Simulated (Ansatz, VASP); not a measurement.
Two plane-wave programs on ZnSe2

INCAR

```
SYSTEM = ZnSe2
PREC     = Accurate       ! precision mode
ENCUT    = 520            ! plane-wave cutoff, eV
EDIFF    = 1E-7           ! SCF threshold, eV
ISMEAR   = 0              ! smearing method
SIGMA    = 0.05           ! smearing width, eV
LREAL    = .FALSE.        ! projectors in reciprocal space
LASPH    = .TRUE.         ! aspherical terms in the spheres
NELM     = 60             ! most SCF steps
ALGO     = Normal         ! electronic algorithm
ISIF     = 2              ! what is computed and relaxed
LWAVE    = .FALSE.        ! write WAVECAR
LCHARG   = .TRUE.         ! write CHGCAR
GGA      = PS             ! functional
LELF     = .TRUE.         ! ELF
LVHAR    = .TRUE.       
NBANDS   = 60             ! bands
```

File KPOINTS:

```
regular mesh
0
G
  6 6 6
  0 0 0
```

Contents of POSCAR:

```
ZnSe2
1.0
    6.1148868002      0.0000000000      0.0000000000
    0.0000000000      6.1148868002      0.0000000000
    0.0000000000      0.0000000000      6.4946212705
Zn Se
4 8
Direct
    0.5000000000      0.5000000000      0.0000000000
    0.5000000000      0.0000000000      0.5000000000
    0.0000000000      0.5000000000      0.5000000000
    0.0000000000      0.0000000000      0.0000000000
    0.1099579274      0.8900420726      0.3900420726
    0.8900420726      0.3900420726      0.1099579274
    0.3900420726      0.1099579274      0.8900420726
    0.6099579274      0.6099579274      0.6099579274
    0.8900420726      0.1099579274      0.6099579274
    0.1099579274      0.6099579274      0.8900420726
    0.6099579274      0.8900420726      0.1099579274
    0.3900420726      0.3900420726      0.3900420726
```

Input for Ansatz:

```yaml
crystal:
  lattice:
    - [6.1148868002, 0.0, 0.0]
    - [0.0, 6.1148868002, 0.0]
    - [0.0, 0.0, 6.4946212705]
  atoms:
    - { symbol: Zn, position: [0.5, 0.5, 0.0] }
    - { symbol: Zn, position: [0.5, 0.0, 0.5] }
    - { symbol: Zn, position: [0.0, 0.5, 0.5] }
    - { symbol: Zn, position: [0.0, 0.0, 0.0] }
    - { symbol: Se, position: [0.1099579274, 0.8900420726, 0.3900420726] }
    - { symbol: Se, position: [0.8900420726, 0.3900420726, 0.1099579274] }
    - { symbol: Se, position: [0.3900420726, 0.1099579274, 0.8900420726] }
    - { symbol: Se, position: [0.6099579274, 0.6099579274, 0.6099579274] }
    - { symbol: Se, position: [0.8900420726, 0.1099579274, 0.6099579274] }
    - { symbol: Se, position: [0.1099579274, 0.6099579274, 0.8900420726] }
    - { symbol: Se, position: [0.6099579274, 0.8900420726, 0.1099579274] }
    - { symbol: Se, position: [0.3900420726, 0.3900420726, 0.3900420726] }
basis:
  ecutwfc: 520.0
kpoints:
  mp_grid: { grid: [6, 6, 6] }
hamiltonian:
  xc: pbesol
  pseudopotentials: { kind: paw, azcp: { folder: soft_1 } }
scf:
  occupations: { method: gaussian, width: 0.05 }
output:
  forces: true
  stress: true
  eigenvalues: true
```

Alike in both runs: task single point; functional PBEsol; k mesh 6 × 6 × 6; occupations gaussian, width 0.05 eV; no spin polarisation.

|  | VASP | Ansatz |
| --- | --- | --- |
| version | VASP 6.6.1 | Ansatz 0.2.0 |
| potentials or method | VASP PAW PBE potentials, release 64 (Zn, Se), cutoff 520 eV | scalar-relativistic, plane waves, PAW |
| valence electrons in the cell | 96 | 176 |

|  | VASP | Ansatz | Ansatz less VASP |
| --- | --- | --- | --- |
| gap on the k mesh at the Fermi level (eV) | 0.50 | 0.50 | -0.002 |
| least direct gap on the mesh (eV) | 0.64 | 0.63 | -0.007 |
| pressure (GPa) | 0.5 | 0.3 | -0.26 |
| traceless stress, the component that is largest in VASP (GPa) | -1.77 | -1.74 | +0.038 |
| rms of the force components (eV/Å) | 0.027 | 0.031 | +0.0038 |

VASP's potentials were made for PBE, not for PBEsol, and Ansatz warns of the same on its side. Atom by atom the forces differ by 0.014 eV/Å (rms over components). VASP's potentials hold 96 valence electrons a cell and Ansatz's 176, so a difference there can come from the potentials and not from the codes.
